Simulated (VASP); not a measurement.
# V (Fd-3m) in VASP: further runs

Runs on V. Level: PBE. Tasks: single point, relaxation of cell and atoms.

Program: VASP 6.6.1. These are calculated values, not measurements. Logs are shortened: lines on timing, memory, paths and dates and some standing lists are left out, and cuts for length are marked.

## (1) The cell of the first run

Symmetry: Fd-3m, No. 227, cubic system. The conventional cell has a = 5.319 Å, b = 5.319 Å, c = 5.319 Å, α = 90.00°, β = 90.00°, γ = 90.00°. Within 3.0 Å of V (site symmetry -43m) lie 4 V at 2.30 Å.

## (2) Single point, PBE

Contents of INCAR:

```
PREC = Accurate
ENCUT = 520
EDIFF = 1E-6
ISMEAR = -1
SIGMA = 0.1
LREAL = F
LASPH = T
NELM = 100
ALGO = Normal
ISIF = 2
LWAVE = F
LCHARG = F
GGA = PE
NBANDS = 20
```

Contents of KPOINTS:

```
regular mesh
0
Gamma
  13 13 13
```

Contents of POSCAR:

```
V
1.0
    0.0000000000      2.6593175518      2.6593175518
    2.6593175518      0.0000000000      2.6593175518
    2.6593175518      2.6593175518      0.0000000000
V
2
Direct
   -0.1250000000     -0.1250000000     -0.1250000000
    0.1250000000      0.1250000000      0.1250000000
```

Potentials or basis: VASP PAW PBE potentials, release 64 (V_sv).

Command:

```
> cat potpaw_PBE.64/V_sv/POTCAR > POTCAR
> mpirun -np 1 vasp_std > vasp.out
```

OUTCAR:

```text
PREC = Accurate
   ENCUT = 520
   EDIFF = 1E-6
   ISMEAR = -1
   LREAL = F
   LASPH = T
   NELM = 100
   ISIF = 2
   GGA = PE

 ion  position               nearest neighbor table
   1  0.875  0.875  0.875-   2 2.30   2 2.30   2 2.30   2 2.30
   2  0.125  0.125  0.125-   1 2.30   1 2.30   1 2.30   1 2.30

  LATTYP: Found a face centered cubic cell.
 ALAT       =     5.3186351036

  Lattice vectors:

 A1 = (   0.0000000000,   2.6593175518,   2.6593175518)
 A2 = (   2.6593175518,   0.0000000000,   2.6593175518)
 A3 = (   2.6593175518,   2.6593175518,   0.0000000000)

Analysis of symmetry for initial positions (statically):
=====================================================================
 Subroutine PRICEL returns:
 Original cell was already a primitive cell.

 Routine SETGRP: Setting up the symmetry group for a
 face centered cubic supercell.

 Subroutine GETGRP returns: Found 48 space group operations
 (whereof 12 operations were pure point group operations)
 out of a pool of 48 trial point group operations.

The static configuration has the point symmetry D_3d.
 The point group associated with its full space group is O_h .

Analysis of symmetry for dynamics (positions and initial velocities):
=====================================================================
 Subroutine PRICEL returns:
 Original cell was already a primitive cell.

 Routine SETGRP: Setting up the symmetry group for a
 face centered cubic supercell.

 Subroutine GETGRP returns: Found 48 space group operations
 (whereof 12 operations were pure point group operations)
 out of a pool of 48 trial point group operations.

The dynamic configuration has the point symmetry D_3d.
 The point group associated with its full space group is O_h .

 Subroutine INISYM returns: Found 48 space group operations
 (whereof 12 operations are pure point group operations),
 and found     1 'primitive' translations

----------------------------------------------------------------------------------------

                                     Primitive cell

  volume of cell :      37.6132

  direct lattice vectors                    reciprocal lattice vectors
     0.000000000  2.659317552  2.659317552    -0.188018163  0.188018163  0.188018163
     2.659317552  0.000000000  2.659317552     0.188018163 -0.188018163  0.188018163
     2.659317552  2.659317552  0.000000000     0.188018163  0.188018163 -0.188018163

  length of vectors
     3.760842948  3.760842948  3.760842948     0.325657010  0.325657010  0.325657010

  position of ions in fractional coordinates (direct lattice)
     0.875000000  0.875000000  0.875000000
     0.125000000  0.125000000  0.125000000

  ion indices of the primitive-cell ions
   primitive index   ion index
                 1           1
                 2           2

----------------------------------------------------------------------------------------

 KPOINTS: regular mesh

Automatic generation of k-mesh.
 Grid dimensions read from file:
 generate k-points for:   13   13   13

 Generating k-lattice:

  Cartesian coordinates                     Fractional coordinates (reciprocal lattice)
    -0.014462936  0.014462936  0.014462936     0.076923077  0.000000000  0.000000000
     0.014462936 -0.014462936  0.014462936     0.000000000  0.076923077  0.000000000
     0.014462936  0.014462936 -0.014462936     0.000000000  0.000000000  0.076923077

  Length of vectors
     0.025050539  0.025050539  0.025050539

  Shift w.r.t. Gamma in fractional coordinates (k-lattice)
     0.000000000  0.000000000  0.000000000

 Subroutine IBZKPT returns following result:
 ===========================================

 Found     84 irreducible k-points:

 Following reciprocal coordinates:
            Coordinates               Weight
  0.000000  0.000000  0.000000      1.000000
  0.076923  0.000000  0.000000      8.000000
  0.153846  0.000000  0.000000      8.000000
  0.230769  0.000000  0.000000      8.000000
  0.307692  0.000000  0.000000      8.000000
  0.384615  0.000000  0.000000      8.000000
[... 16 lines left out ...]
  0.384615  0.153846  0.000000     24.000000
  0.461538  0.153846  0.000000     24.000000
 [... further k-points ...]
   k-points           NKPTS =     84   k-points in BZ     NKDIM =     84   number of bands    NBANDS=     20
   number of dos      NEDOS =    301   number of ions     NIONS =      2
   total plane-waves  NPLWV =  21952
   dimension x,y,z NGX =    28 NGY =   28 NGZ =   28
   dimension x,y,z NGXF=    56 NGYF=   56 NGZF=   56
   ions per type =               2
   NGX,Y,Z   is equivalent  to a cutoff of  12.38, 12.38, 12.38 a.u.
   NGXF,Y,Z  is equivalent  to a cutoff of  24.75, 24.75, 24.75 a.u.
 SYSTEM =  unknown system
   PREC   = accura    normal or accurate (medium, high low for compatibility)
   ISTART =      0    job   : 0-new  1-cont  2-samecut
   ICHARG =      2    charge: 1-file 2-atom 10-const
   ISPIN  =      1    spin polarized calculation?
   LNONCOLLINEAR =      F non collinear calculations
   LSORBIT =      F    spin-orbit coupling
   LASPH  =      T    aspherical Exc in radial PAW
   ENCUT  =  520.0 eV  38.22 Ry    6.18 a.u.   6.99  6.99  6.99*2*pi/ulx,y,z
   NELM   =    100;   NELMIN=  2; NELMDL= -5     # of ELM steps
   EDIFF  = 0.1E-05   stopping-criterion for ELM
   LREAL  =      F    real-space projection
   EDIFFG = 0.1E-04   stopping-criterion for IOM
   NSW    =      0    number of steps for IOM
   IBRION =     -1    ionic relax: 0-MD 1-quasi-New 2-CG
   NFREE  =      0    steps in history (QN), initial steepest desc. (CG)
   ISIF   =      2    stress and relaxation
   ISYM   =      2    0-nonsym 1-usesym 2-fastsym
   POTIM  = 0.5000    time-step for ionic-motion
   TEBEG  =    0.0;   TEEND  =   0.0 temperature during run
   PSTRESS=    0.0 pullay stress
   NELECT =      26.0000    total number of electrons
   NUPDOWN=      -1.0000    fix difference up-down
   EMIN   =  10.00;   EMAX   =-10.00  energy-range for DOS
   EFERMI =   0.00;   METHOD = LEGACY
   ISMEAR =    -1;   SIGMA  =   0.10  broadening in eV -4-tet -1-fermi 0-gaus
   EFERMI_NEDOS =   21; number of points for ismear=-14 and -15
   IALGO  =     38    algorithm
   IMIX   =      4    mixing-type and parameters
     AMIX     =   0.40;   BMIX     =  1.00
     AMIX_MAG =   1.60;   BMIX_MAG =  1.00
  volume/ion in A,a.u.               =      18.81       126.91
  Fermi-wavevector in a.u.,A,eV,Ry     =   1.447502  2.735382 28.507759  2.095261
  Thomas-Fermi vector in A             =   2.565449
   LORBIT       =      0    0 simple, 1 ext, 2 COOP (PROOUT), +10 PAW based schemes
   GGA     = PE    functional components
[... 5 lines left out ...]
 non-spin polarized calculation
  energy-cutoff  :      520.00
  volume of cell :       37.61
 maximum number of plane-waves:      1025
   NGX = 13   NGY = 13   NGZ = 13

 number of electron      26.0000010 magnetization

 Free energy of the ion-electron system (eV)
  ---------------------------------------------------
  ext. energy  EPLUGINS =         0.00000000
  ---------------------------------------------------
  free energy    TOTEN  =       -13.27689214 eV

  energy without entropy =      -13.10569940  energy(sigma->0) =      -13.19129577

 E-fermi :   6.1113     XC(G=0): -10.8270

 val. band max:        6.1045290222   @ k =  -0.3846   0.1538   0.0000
 cond. band min:       6.1210914052   @ k =   0.1538   0.1538   0.0000
 fundamental gap:      0.0165623831
 Fermi energy:         6.1113485271

 k-point     1 :       0.0000    0.0000    0.0000
  band No.  band energies     occupation
      1     -57.5808      2.00000
      2     -56.9852      2.00000
      3     -31.6323      2.00000
      4     -31.6323      2.00000
      5     -31.6323      2.00000
      6     -30.8106      2.00000
[... 12 lines left out ...]
     19       9.8188      0.00000
     20      19.1614      0.00000

 k-point     2 :       0.0769    0.0000    0.0000
  band No.  band energies     occupation
      1     -57.5744      2.00000
      2     -56.9918      2.00000
      3     -31.6388      2.00000
      4     -31.6388      2.00000
      5     -31.6326      2.00000
      6     -30.8114      2.00000
[... 12 lines left out ...]
     19       9.8140      0.00000
     20      17.5376      0.00000

 k-point     3 :       0.1538    0.0000    0.0000
  band No.  band energies     occupation
      1     -57.5560      2.00000
      2     -57.0109      2.00000
      3     -31.6562      2.00000
      4     -31.6562      2.00000
      5     -31.6337      2.00000
      6     -30.8131      2.00000
[... 12 lines left out ...]
     19       9.7948      0.00000
     20      15.8082      0.00000

 k-point     4 :       0.2308    0.0000    0.0000
  band No.  band energies     occupation
      1     -57.5276      2.00000
      2     -57.0402      2.00000
      3     -31.6796      2.00000
      4     -31.6796      2.00000
      5     -31.6357      2.00000
      6     -30.8149      2.00000
[... 12 lines left out ...]
     19       9.7495      0.00000
     20      14.1319      0.00000

 k-point     5 :       0.3077    0.0000    0.0000
  band No.  band energies     occupation
      1     -57.4932      2.00000
      2     -57.0756      2.00000
      3     -31.7031      2.00000
      4     -31.7031      2.00000
      5     -31.6385      2.00000
      6     -30.8160      2.00000
[... 12 lines left out ...]
     19       9.6648      0.00000
     20      12.5922      0.00000
[... 353 lines left out ...]
      6     -30.8836      2.00000
[... 12 lines left out ...]
     19       9.9714      0.00000
     20      15.1186      0.00000

 k-point    22 :       0.3077    0.1538    0.0000
  band No.  band energies     occupation
      1     -57.4948      2.00000
      2     -57.0740      2.00000
      3     -31.7385      2.00000
      4     -31.7312      2.00000
      5     -31.5500      2.00000
      6     -30.9016      2.00000
[... 12 lines left out ...]
     19       9.9527      0.00000
     20      13.5302      0.00000

 k-point    23 :       0.3846    0.1538    0.0000
  band No.  band energies     occupation
      1     -57.4596      2.00000
      2     -57.1100      2.00000
      3     -31.7680      2.00000
      4     -31.7486      2.00000
      5     -31.5369      2.00000
      6     -30.9151      2.00000
[... 12 lines left out ...]
     19       9.8773      0.00000
     20      12.0637      0.00000

 k-point    24 :       0.4615    0.1538    0.0000
  band No.  band energies     occupation
      1     -57.4278      2.00000
      2     -57.1425      2.00000
      3     -31.7921      2.00000
      4     -31.7570      2.00000
      5     -31.5293      2.00000
      6     -30.9225      2.00000
[... 12 lines left out ...]
     19       9.7165      0.00000
     20      10.9145      0.00000

 [... further k-points ...]
[... 5 lines left out ...]
  --------------------------------------------------------------------------------------
  -------------------------------------------------------------------------------------
  Total        0.0563219      0.0563219      0.0563219     -0.0000000     -0.0000000      0.0000000
  in kB        2.3990927      2.3990927      2.3990927     -0.0000000     -0.0000000      0.0000000
  external PRESSURE =       2.3990927 kB  Pullay stress =       0.0000000 kB

 VOLUME and BASIS-vectors are now :
 -----------------------------------------------------------------------------
  energy-cutoff  :      520.00
  volume of cell :       37.61
      direct lattice vectors                 reciprocal lattice vectors
     0.000000000  2.659317552  2.659317552    -0.188018163  0.188018163  0.188018163
     2.659317552  0.000000000  2.659317552     0.188018163 -0.188018163  0.188018163
     2.659317552  2.659317552  0.000000000     0.188018163  0.188018163 -0.188018163

 POSITION                                       TOTAL-FORCE (eV/Angst)
 -----------------------------------------------------------------------------------
      4.65381      4.65381      4.65381        -0.000000      0.000000     -0.000000
      0.66483      0.66483      0.66483         0.000000     -0.000000      0.000000
 -----------------------------------------------------------------------------------
    total drift:                                0.000000     -0.000000     -0.000000

  FREE ENERGIE OF THE ION-ELECTRON SYSTEM (eV)
  ---------------------------------------------------
  free  energy   TOTEN  =       -13.2768921434 eV

  energy  without entropy=      -13.1056993971  energy(sigma->0) =      -13.19129577
```

It took 18 s on 1 thread of Intel Xeon 6975P-C (Granite Rapids), shared host; peak memory 0.18 GiB.

What came out:

| Quantity | Value |
| --- | --- |
| Free energy | -13.2769 eV |
| Pressure | 0.2 GPa |
| Band gap on the k mesh | zero (band 13 reaches 6.42 eV, above the bottom of band 14 at 5.58 eV) |

Levels at points of the mesh, in eV from the Fermi level:
```tsv
k point	band 10	band 11	band 12	band 13	band 14	band 15	band 16	band 17
(0.00, 0.00, 0.00)	-1.04	-1.04	-0.54	-0.54	-0.54	1.50	1.50	1.50
```

## (3) Relaxation of cell and atoms, PBE, target pressure -0.18 GPa, at which the enthalpy is minimised

This run uses another cell than the first one, of 16.87 Å³/atom, 0.897 times its volume.

Contents of INCAR:

```
SYSTEM = V
  PREC = Accurate
  ENCUT = 600
  EDIFF = 1E-7
  ISMEAR = -1
  SIGMA = 0.1
  LREAL = .FALSE.
  LASPH = .TRUE.
  NELM = 100
  ALGO = Normal
  ISIF = 3
  LWAVE = .FALSE.
  LCHARG = .FALSE.
  GGA = PE
  IBRION = 2
  NSW = 60
  EDIFFG = -0.005
  PSTRESS = -1.7999999999999998
```

Contents of KPOINTS:

```
regular mesh
0
G
  13 13 13
  0 0 0
```

Contents of POSCAR:

```
V
1.0
    0.0000000000      2.5647997721      2.5647997721
    2.5647997721      0.0000000000      2.5647997721
    2.5647997721      2.5647997721      0.0000000000
V
2
Direct
   -0.1250000000     -0.1250000000     -0.1250000000
    0.1250000000      0.1250000000      0.1250000000
```

Potentials or basis: VASP PAW PBE potentials, release 64 (V_sv).

Command:

```
> cat potpaw_PBE.64/V_sv/POTCAR > POTCAR
> mpirun -np 1 vasp_std > vasp.out
```

It took 60 s on 1 thread of Intel Xeon 6975P-C (Granite Rapids), shared host; peak memory 0.2 GiB.

The run converged. Its results:

```yaml
Free_energy: -13.2757 eV
Relaxed_volume: 18.93 Å³/atom
Relaxed_cell: a = 3.769 Å, b = 3.769 Å, c = 3.769 Å, α = 60.00°, β = 60.00°, γ = 60.00°
Space_group_after_relaxing_to_0.05_Å: Fd-3m (No. 227)
Energy_change_on_relaxing_the_enthalpy_is_what_falls: -50.4 meV/atom
Ionic_steps: 3
Pressure_after_relaxing: -0.1 GPa
Band_gap_on_the_k_mesh: zero (band 13 reaches 6.36 eV, above the bottom of band 14 at 5.52 eV)
```

Step by step:
```tsv
step	energy change (eV)	largest force (eV/Å)	pressure (GPa)	volume (Å³)
1	0.0000	0.0000	8.82	33.74
2	-0.0976	0.0000	-1.30	38.59
3	-0.1009	0.0000	-0.15	37.85
```

Final structure:
```cif
data_structure
_symmetry_space_group_name_H-M 'P 1'
_symmetry_Int_Tables_number 1
_cell_length_a 3.7688
_cell_length_b 3.7688
_cell_length_c 3.7688
_cell_angle_alpha 60.000
_cell_angle_beta 60.000
_cell_angle_gamma 60.000
_cell_volume 37.85
loop_
_atom_site_label
_atom_site_type_symbol
_atom_site_fract_x
_atom_site_fract_y
_atom_site_fract_z
_atom_site_occupancy
V1 V 0.87500 0.87500 0.87500 1
V2 V 0.12500 0.12500 0.12500 1
```

Levels at points of the mesh, in eV from the Fermi level:
```csv
k point,band 9,band 10,band 11,band 12,band 13,band 14,band 15,band 16,band 17
"(0.00, 0.00, 0.00)",-5.22,-1.02,-1.02,-0.53,-0.53,-0.53,1.49,1.49,1.49
```

Caveat: the cell is relaxed towards a set pressure, so the enthalpy falls and the energy may rise.
